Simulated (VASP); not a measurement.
# LaRh3C (Pm-3m) in VASP: single point with LDA

Aim: the single point of LaRh3C with LDA.

All numbers are computed with VASP 6.6.1; they aren't measurements. Logs are shortened: lines on timing, memory, paths and dates and some standing lists are left out, and cuts for length are marked.

### Step 1. The cell of the first run

Symmetry: Pm-3m, No. 221, cubic system. The conventional cell has a = 4.267 Å, b = 4.267 Å, c = 4.267 Å, α = 90.00°, β = 90.00°, γ = 90.00°. La (site symmetry m-3m) has 12 Rh at 3.02 Å and 8 C at 3.70 Å within 4.0 Å. Within 2.8 Å of Rh (site symmetry 4/mmm) lie 2 C at 2.13 Å. C (site symmetry m-3m) has 6 Rh at 2.13 Å within 2.8 Å.

### Step 2. Single point, LDA

Input file INCAR:

```
SYSTEM = LaRh3C
ALGO = Normal
EDIFF = 1E-7
ENCUT = 520
GGA = CA
ISIF = 2
ISMEAR = 1
LASPH = .True.
LCHARG = .False.
LREAL = .False.
LWAVE = .False.
NBANDS = 38
NELM = 60
PREC = Accurate
SIGMA = 0.15
```

Input file KPOINTS:

```
k-points
0
Gamma
  6 6 6
  0 0 0
```

Input file POSCAR:

```
LaRh3C
1.0
    4.2669450000      0.0000000000      0.0000000000
    0.0000000000      4.2669450000      0.0000000000
    0.0000000000      0.0000000000      4.2669450000
La Rh C
1 3 1
Direct
    0.5000000000      0.5000000000      0.5000000000
    0.5000000000      0.0000000000      0.0000000000
    0.0000000000      0.5000000000      0.0000000000
    0.0000000000      0.0000000000      0.5000000000
    0.0000000000      0.0000000000      0.0000000000
```

Potentials or basis: VASP PAW LDA potentials, release 64 (La, Rh_pv, C).

Command:

```bash
$ cat potpaw_LDA.64/La/POTCAR potpaw_LDA.64/Rh_pv/POTCAR potpaw_LDA.64/C/POTCAR > POTCAR
$ mpirun -np 1 vasp_std > vasp.out
```

OUTCAR:

```text
SYSTEM = LaRh3C
   EDIFF = 1E-7
   ENCUT = 520
   GGA = CA
   ISIF = 2
   ISMEAR = 1
   LASPH = .True.
   LREAL = .False.
   NELM = 60
   PREC = Accurate

 ion  position               nearest neighbor table
   1  0.500  0.500  0.500-   2 3.02   3 3.02   4 3.02   2 3.02   3 3.02   2 3.02   4 3.02   2 3.02
                             3 3.02   4 3.02   3 3.02   4 3.02
   2  0.500  0.000  0.000-   5 2.13   5 2.13   4 3.02   1 3.02   1 3.02   4 3.02   1 3.02   3 3.02
                             1 3.02   3 3.02   4 3.02   3 3.02   4 3.02   3 3.02
   3  0.000  0.500  0.000-   5 2.13   5 2.13   4 3.02   1 3.02   1 3.02   4 3.02   2 3.02   4 3.02
                             2 3.02   4 3.02   1 3.02   2 3.02   1 3.02   2 3.02
   4  0.000  0.000  0.500-   5 2.13   5 2.13   3 3.02   1 3.02   2 3.02   3 3.02   2 3.02   1 3.02
                             3 3.02   3 3.02   1 3.02   2 3.02   2 3.02   1 3.02
   5  0.000  0.000  0.000-   2 2.13   3 2.13   4 2.13   4 2.13   3 2.13   2 2.13

  LATTYP: Found a simple cubic cell.
 ALAT       =     4.2669450000

  Lattice vectors:

 A1 = (   4.2669450000,   0.0000000000,   0.0000000000)
 A2 = (   0.0000000000,   4.2669450000,   0.0000000000)
 A3 = (   0.0000000000,   0.0000000000,   4.2669450000)

Analysis of symmetry for initial positions (statically):
=====================================================================
 Subroutine PRICEL returns:
 Original cell was already a primitive cell.

 Routine SETGRP: Setting up the symmetry group for a
 simple cubic supercell.

 Subroutine GETGRP returns: Found 48 space group operations
 (whereof 48 operations were pure point group operations)
 out of a pool of 48 trial point group operations.

The static configuration has the point symmetry O_h .

Analysis of symmetry for dynamics (positions and initial velocities):
=====================================================================
 Subroutine PRICEL returns:
 Original cell was already a primitive cell.

 Routine SETGRP: Setting up the symmetry group for a
 simple cubic supercell.

 Subroutine GETGRP returns: Found 48 space group operations
 (whereof 48 operations were pure point group operations)
 out of a pool of 48 trial point group operations.

The dynamic configuration has the point symmetry O_h .

 Subroutine INISYM returns: Found 48 space group operations
 (whereof 48 operations are pure point group operations),
 and found     1 'primitive' translations

----------------------------------------------------------------------------------------

                                     Primitive cell

  volume of cell :      77.6875

  direct lattice vectors                    reciprocal lattice vectors
     4.266945000  0.000000000  0.000000000     0.234359712  0.000000000  0.000000000
     0.000000000  4.266945000  0.000000000     0.000000000  0.234359712  0.000000000
     0.000000000  0.000000000  4.266945000     0.000000000  0.000000000  0.234359712

  length of vectors
     4.266945000  4.266945000  4.266945000     0.234359712  0.234359712  0.234359712

  position of ions in fractional coordinates (direct lattice)
     0.500000000  0.500000000  0.500000000
     0.500000000  0.000000000  0.000000000
     0.000000000  0.500000000  0.000000000
     0.000000000  0.000000000  0.500000000
     0.000000000  0.000000000  0.000000000

  ion indices of the primitive-cell ions
   primitive index   ion index
                 1           1
                 2           2
                 3           3
                 4           4
                 5           5

----------------------------------------------------------------------------------------

 KPOINTS: k-points

Automatic generation of k-mesh.
 Grid dimensions read from file:
 generate k-points for:    6    6    6

 Generating k-lattice:

  Cartesian coordinates                     Fractional coordinates (reciprocal lattice)
     0.039059952  0.000000000  0.000000000     0.166666667  0.000000000  0.000000000
     0.000000000  0.039059952  0.000000000     0.000000000  0.166666667  0.000000000
     0.000000000  0.000000000  0.039059952     0.000000000  0.000000000  0.166666667

  Length of vectors
     0.039059952  0.039059952  0.039059952

  Shift w.r.t. Gamma in fractional coordinates (k-lattice)
     0.000000000  0.000000000  0.000000000

 Subroutine IBZKPT returns following result:
 ===========================================

 Found     20 irreducible k-points:

 Following reciprocal coordinates:
            Coordinates               Weight
  0.000000  0.000000  0.000000      1.000000
  0.166667  0.000000  0.000000      6.000000
  0.333333  0.000000  0.000000      6.000000
  0.500000  0.000000  0.000000      3.000000
  0.166667  0.166667  0.000000     12.000000
  0.333333  0.166667  0.000000     24.000000
[... 12 lines left out ...]
  0.500000  0.500000  0.333333      6.000000
  0.500000  0.500000  0.500000      1.000000
   k-points           NKPTS =     20   k-points in BZ     NKDIM =     20   number of bands    NBANDS=     38
   number of dos      NEDOS =    301   number of ions     NIONS =      5
   total plane-waves  NPLWV =  32768
   dimension x,y,z NGX =    32 NGY =   32 NGZ =   32
   dimension x,y,z NGXF=    64 NGYF=   64 NGZF=   64
   ions per type =               1   3   1
   NGX,Y,Z   is equivalent  to a cutoff of  12.47, 12.47, 12.47 a.u.
   NGXF,Y,Z  is equivalent  to a cutoff of  24.94, 24.94, 24.94 a.u.
 SYSTEM =  LaRh3C
   PREC   = accura    normal or accurate (medium, high low for compatibility)
   ISTART =      0    job   : 0-new  1-cont  2-samecut
   ICHARG =      2    charge: 1-file 2-atom 10-const
   ISPIN  =      1    spin polarized calculation?
   LNONCOLLINEAR =      F non collinear calculations
   LSORBIT =      F    spin-orbit coupling
   LASPH  =      T    aspherical Exc in radial PAW
   ENCUT  =  520.0 eV  38.22 Ry    6.18 a.u.   7.93  7.93  7.93*2*pi/ulx,y,z
   NELM   =     60;   NELMIN=  2; NELMDL= -5     # of ELM steps
   EDIFF  = 0.1E-06   stopping-criterion for ELM
   LREAL  =      F    real-space projection
   EDIFFG = 0.1E-05   stopping-criterion for IOM
   NSW    =      0    number of steps for IOM
   IBRION =     -1    ionic relax: 0-MD 1-quasi-New 2-CG
   NFREE  =      0    steps in history (QN), initial steepest desc. (CG)
   ISIF   =      2    stress and relaxation
   ISYM   =      2    0-nonsym 1-usesym 2-fastsym
   POTIM  = 0.5000    time-step for ionic-motion
   TEBEG  =    0.0;   TEEND  =   0.0 temperature during run
   PSTRESS=    0.0 pullay stress
   NELECT =      60.0000    total number of electrons
   NUPDOWN=      -1.0000    fix difference up-down
   EMIN   =  10.00;   EMAX   =-10.00  energy-range for DOS
   EFERMI =   0.00;   METHOD = LEGACY
   ISMEAR =     1;   SIGMA  =   0.15  broadening in eV -4-tet -1-fermi 0-gaus
   EFERMI_NEDOS =   21; number of points for ismear=-14 and -15
   IALGO  =     38    algorithm
   IMIX   =      4    mixing-type and parameters
     AMIX     =   0.40;   BMIX     =  1.00
     AMIX_MAG =   1.60;   BMIX_MAG =  1.00
  volume/ion in A,a.u.               =      15.54       104.85
  Fermi-wavevector in a.u.,A,eV,Ry     =   1.502017  2.838401 30.695496  2.256055
  Thomas-Fermi vector in A             =   2.613312
   LORBIT       =      0    0 simple, 1 ext, 2 COOP (PROOUT), +10 PAW based schemes
   GGA     = CA    functional components
   LHFCALC =     F    Hartree Fock is set to
   AEXX    =    0.0000 exact exchange contribution
   IVDW    =     0    specifies the selected vdW correction
   LEPSILON=     F    determine dielectric tensor
   LRPA    =     F    only Hartree local field effects (RPA)
 non-spin polarized calculation
 Methfessel and Paxton  Order N= 1 SIGMA  =   0.15
  energy-cutoff  :      520.00
  volume of cell :       77.69
 maximum number of plane-waves:      2176
 NGX is ok and might be reduce to    32
   NGX = 15   NGY = 15   NGZ = 15

 number of electron      59.9999974 magnetization

 Free energy of the ion-electron system (eV)
  ---------------------------------------------------
  ext. energy  EPLUGINS =         0.00000000
  ---------------------------------------------------
  free energy    TOTEN  =       -43.51463552 eV

  energy without entropy =      -43.51577818  energy(sigma->0) =      -43.51501640

 E-fermi :  10.6439     XC(G=0): -12.8388

 val. band max:       10.4548000571   @ k =   0.5000   0.5000   0.1667
 cond. band min:      10.6917755165   @ k =   0.5000   0.3333   0.3333
 fundamental gap:      0.2369754594
 Fermi energy:        10.6438913677

 k-point     1 :       0.0000    0.0000    0.0000
  band No.  band energies     occupation
      1     -35.9620      2.00000
      2     -35.9620      2.00000
      3     -35.9620      2.00000
      4     -35.4364      2.00000
      5     -35.4364      2.00000
      6     -35.4364      2.00000
[... 30 lines left out ...]
     37      13.4777     -0.00000
     38      13.4777     -0.00000

 k-point     2 :       0.1667    0.0000    0.0000
  band No.  band energies     occupation
      1     -35.9604      2.00000
      2     -35.9604      2.00000
      3     -35.9592      2.00000
      4     -35.4403      2.00000
      5     -35.4364      2.00000
      6     -35.4364      2.00000
[... 30 lines left out ...]
     37      13.4891     -0.00000
     38      13.4979     -0.00000

 k-point     3 :       0.3333    0.0000    0.0000
  band No.  band energies     occupation
      1     -35.9572      2.00000
      2     -35.9572      2.00000
      3     -35.9535      2.00000
      4     -35.4484      2.00000
      5     -35.4368      2.00000
      6     -35.4368      2.00000
[... 30 lines left out ...]
     37      13.5040     -0.00000
[... 617 lines left out ...]
 k-point    19 :       0.5000    0.5000    0.3333
  band No.  band energies     occupation
      1     -36.0890      2.00000
      2     -35.8867      2.00000
      3     -35.8732      2.00000
      4     -35.5066      2.00000
      5     -35.4971      2.00000
      6     -35.4971      2.00000
[... 30 lines left out ...]
     37      13.4962     -0.00000
     38      13.4963     -0.00000

 k-point    20 :       0.5000    0.5000    0.5000
  band No.  band energies     occupation
      1     -36.1024      2.00000
      2     -35.8732      2.00000
      3     -35.8732      2.00000
      4     -35.5063      2.00000
      5     -35.5063      2.00000
      6     -35.5063      2.00000
[... 30 lines left out ...]
     37      13.4888     -0.00000
     38      13.4888     -0.00000

------------------------ aborting loop because EDIFF is reached ----------------------------------------

  FORCE on cell =-STRESS in cart. coord.  units (eV):
  Direction    XX          YY          ZZ          XY          YZ          ZX
  --------------------------------------------------------------------------------------
  -------------------------------------------------------------------------------------
  Total       -6.1983089     -6.1983089     -6.1983089     -0.0000000      0.0000000     -0.0000000
  in kB     -127.8299635   -127.8299635   -127.8299635     -0.0000000      0.0000000     -0.0000000
  external PRESSURE =    -127.8299635 kB  Pullay stress =       0.0000000 kB

 VOLUME and BASIS-vectors are now :
 -----------------------------------------------------------------------------
  energy-cutoff  :      520.00
  volume of cell :       77.69
      direct lattice vectors                 reciprocal lattice vectors
     4.266945000  0.000000000  0.000000000     0.234359712  0.000000000  0.000000000
     0.000000000  4.266945000  0.000000000     0.000000000  0.234359712  0.000000000
     0.000000000  0.000000000  4.266945000     0.000000000  0.000000000  0.234359712

 POSITION                                       TOTAL-FORCE (eV/Angst)
 -----------------------------------------------------------------------------------
      2.13347      2.13347      2.13347         0.000000      0.000000      0.000000
      2.13347      0.00000      0.00000         0.000000      0.000000      0.000000
      0.00000      2.13347      0.00000         0.000000      0.000000      0.000000
      0.00000      0.00000      2.13347         0.000000      0.000000      0.000000
      0.00000      0.00000      0.00000         0.000000      0.000000      0.000000
 -----------------------------------------------------------------------------------
    total drift:                                0.000000      0.000000     -0.000000

  FREE ENERGIE OF THE ION-ELECTRON SYSTEM (eV)
  ---------------------------------------------------
  free  energy   TOTEN  =       -43.5146355153 eV

  energy  without entropy=      -43.5157781799  energy(sigma->0) =      -43.51501640
```

Wall time 58 s (1 thread of AMD EPYC 7R13 (Zen 3), shared host); peak memory 0.16 GiB.

Results:

| Property | Result |
| --- | --- |
| Free energy | -43.5146 eV |
| Pressure | -12.8 GPa |
| Band gap on the k mesh | zero (band 30 reaches 11.82 eV, above the bottom of band 31 at 10.29 eV) |

Caveat: spin-orbit coupling is left out, which moves the levels of the heavy elements.
